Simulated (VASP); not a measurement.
Input of a VASP 6.6.1 run:

INCAR

```
  ALGO = Fast
  EDIFF = 1E-8
  ENCUT = 600
  GGA = PE
  IBRION = 6
  ISIF = 3
  ISMEAR = 0
  LASPH = True
  LCHARG = True
  LREAL = False
  LWAVE = False
  NBANDS = 13
  NELM = 80
  NFREE = 2
  NSW = 1
  POTIM = 0.015
  PREC = Accurate
  SIGMA = 0.3
```

The input KPOINTS:

```
k-points
0
Gamma
  16 16 16
```

POSCAR

```
W
1.0
   -1.5916886361      1.5916886361      1.5916886361
    1.5916886361     -1.5916886361      1.5916886361
    1.5916886361      1.5916886361     -1.5916886361
W
1
Direct
    0.0000000000      0.0000000000      0.0000000000
```

Potentials or basis: VASP PAW PBE potentials, release 64 (W_sv).

Launch:

```console
$ cat potpaw_PBE.64/W_sv/POTCAR > POTCAR
$ mpirun -np 1 vasp_std > vasp.out
```

Q: Predict the elastic constants C11, C12, C44.

A: 519, 200, 145 GPa.

Q: What does it give for the Voigt bulk modulus?

A: 306 GPa.

Elastic tensor in Voigt notation (GPa, in the Cartesian axes of the cell as first typed):
```
519 200 200   0   0   0
200 519 200   0   0   0
200 200 519   0   0   0
  0   0   0 145   0   0
  0   0   0   0 145   0
  0   0   0   0   0 145
```
